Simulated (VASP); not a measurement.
## BAs: single point with PBE

BAs:

```
B As
1.0
     0.00000    2.36795    2.40297
     2.36795    0.00000    2.40297
     2.36795    2.36795    0.00000
B As
1 1
Cartesian
  0.0000 0.0000 0.0000
  1.1840 1.1840 1.2015
```

This cell differs from its parent crystal: epitaxial xy strain -1.0%.

```yaml
Program: VASP 6.6.1
Task: single point
Functional: PBE
Potentials_or_basis: VASP PAW PBE potentials, release 64 (B, As_d)
Cutoff: 560 eV
k_mesh: 10 × 10 × 10
Occupations: fermi-dirac, width 0.02 eV
Spin: no spin polarisation
```

* Pressure: 4.2 GPa
* Band gap on the k mesh: 1.06 eV (least direct gap 3.22 eV)

Stress tensor (GPa, compression positive):
```
5.21 0.00 0.00
0.00 5.21 0.00
0.00 0.00 2.07
```

Levels at points of the mesh, in eV from the valence-band top:
```tsv
k point	band 6	band 7	band 8	band 9	band 10	band 11	band 12	band 13
(0.00, 0.00, 0.00)	-15.55	-0.15	0.00	0.00	3.22	3.22	3.31	4.78
(0.50, 0.00, 0.00)	-12.64	-8.91	-1.98	-1.80	2.70	4.71	4.82	8.87
(0.50, 0.50, 0.00)	-11.39	-8.71	-4.08	-4.08	1.49	1.52	11.46	11.46
(0.50, 0.00, 0.50)	-11.27	-8.59	-4.23	-4.20	1.32	1.33	11.36	11.57
```

Run time: 40 s on 1 thread of Intel(R) Xeon(R) Platinum 8259CL CPU @ 2.50GHz (Skylake/Cascade Lake), with other jobs on the host, peak memory 0.19 GiB.

Caveat: the cell differs from its parent crystal (epitaxial xy strain -1.0%); the cell stands under pressure. A k mesh can miss the band edges.
